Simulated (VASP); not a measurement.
**NbAs: single point with PBEsol**

Crystal: NbAs.

```
Nb As
1.0
    -1.67839    1.67839    5.54164
     1.67839   -1.67839    5.54164
     1.67839    1.67839   -5.54164
Nb As
2 2
Cartesian
  0.0000 1.6784 -0.0243
  0.0000 0.0000 8.2882
  0.0000 1.6784 4.6349
  0.0000 0.0000 1.8641
```

| Property | Result |
| --- | --- |
| Program | VASP 6.6.1 |
| Task | single point |
| Functional | PBEsol |
| Potentials or basis | VASP PAW PBE potentials, release 64 (Nb_sv, As) |
| Cutoff | 520 eV |
| k mesh | 11 × 11 × 11 |
| Occupations | fermi-dirac, width 0.05 eV |
| Spin | no spin polarisation |
| Dipole correction | no |
| Further INCAR settings | ALGO = Normal; EDIFF = 1e-07; NBANDS = 26 |

| Quantity | Value |
| --- | --- |
| Pressure | 20.3 GPa |

Forces in eV/Å, atoms in the order of the input:
```
Nb   0.000  0.000  0.002
Nb   0.000  0.000  0.002
As   0.000  0.000 -0.002
As   0.000  0.000 -0.002
```

Stress tensor (GPa, compression positive):
```
20.39  0.00  0.00
 0.00 20.39  0.00
 0.00  0.00 20.20
```

Levels at points of the mesh, in eV from the Fermi level:
| k point | band 15 | band 16 | band 17 | band 18 | band 19 | band 20 | band 21 | band 22 |
| --- | --- | --- | --- | --- | --- | --- | --- | --- |
| (0.00, 0.00, 0.00) | -2.37 | -1.84 | -1.49 | -1.49 | 0.68 | 1.43 | 2.92 | 3.34 |

It took 4 min on 1 thread of Intel(R) Xeon(R) 6975P-C (Granite Rapids) (shared host), peak memory 0.43 GiB.

Caveat: the PAW data sets were made with another functional, which shifts forces and pressure a little.
